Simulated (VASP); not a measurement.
# ZnAu: single point with PBEsol

The system is ZnAu.

```
Zn Au
1.0
     3.12819    0.00000    0.00000
     0.00000    4.42393    0.00000
     0.00000    0.00000   17.83455
Zn Au
8 8
Direct
  0.50000 0.50000 0.24665
  0.50000 0.00000 0.12835
  0.50000 0.00000 0.37679
  0.00000 0.00000 0.49821
  0.00000 0.50000 0.62835
  0.50000 0.50000 0.99821
  0.00000 0.00000 0.74665
  0.00000 0.50000 0.87679
  0.00000 0.00000 0.00541
  0.00000 0.50000 0.12271
  0.50000 0.50000 0.50541
  0.00000 0.00000 0.25229
  0.00000 0.50000 0.36959
  0.50000 0.50000 0.75229
  0.50000 0.00000 0.62271
  0.50000 0.00000 0.86959
```

```
Program             : VASP 6.6.1
Task                : single point
Functional          : PBEsol
Potentials or basis : VASP PAW PBE potentials, release 64 (Zn, Au)
Cutoff              : 520 eV
k mesh              : 12 × 8 × 2
Occupations         : gaussian, width 0.1 eV
Spin                : no spin polarisation
```

- Pressure: -0.5 GPa
- Largest force: 0.009 eV/Å
- Band gap on the k mesh: zero (bands 92 and 93 overlap by 2.87 eV)

Forces in eV/Å, atoms in the order of the input:
```
Zn   0.000  0.000 -0.001
Zn   0.000  0.000  0.001
Zn   0.000  0.000 -0.007
Zn   0.000  0.000  0.007
Zn   0.000  0.000  0.001
Zn   0.000  0.000  0.007
Zn   0.000  0.000 -0.001
Zn   0.000  0.000 -0.007
Au   0.000  0.000 -0.009
Au   0.000  0.000 -0.006
Au   0.000  0.000 -0.009
Au   0.000  0.000  0.006
Au   0.000  0.000  0.009
Au   0.000  0.000  0.006
Au   0.000  0.000 -0.006
Au   0.000  0.000  0.009
```

Stress tensor (GPa, compression positive):
```
-0.10  0.00  0.00
 0.00 -1.48  0.00
 0.00  0.00  0.04
```

Levels at points of the mesh, in eV from the Fermi level:
```tsv
k point	band 90	band 91	band 92	band 93	band 94	band 95
(0.00, 0.00, 0.00)	-0.58	-0.42	1.04	1.52	1.63	1.85
(0.50, 0.00, 0.00)	-1.46	0.57	0.57	0.71	0.71	2.23
(0.00, 0.50, 0.00)	-3.04	-1.39	-1.39	-1.30	-1.30	1.64
(0.50, 0.50, 0.00)	-1.63	-1.63	-1.63	-1.39	-1.39	-1.39
(0.00, 0.00, 0.50)	-1.45	0.57	0.57	1.50	1.50	1.99
(0.50, 0.00, 0.50)	-0.82	-0.28	-0.28	1.25	1.25	2.71
(0.00, 0.50, 0.50)	-3.04	-1.89	-1.89	-0.28	-0.28	0.39
(0.50, 0.50, 0.50)	-1.61	-1.61	-1.61	-1.39	-1.39	-1.39
```

It took 16 min on 1 × NVIDIA H100 80GB with 1 thread of AMD EPYC 7R13 Processor (Zen 3) (shared host), peak memory 2.1 GiB.

Caveat: the PAW data sets were made with another functional, which shifts forces and pressure a little; spin-orbit coupling is left out, which moves the levels of the heavy elements.
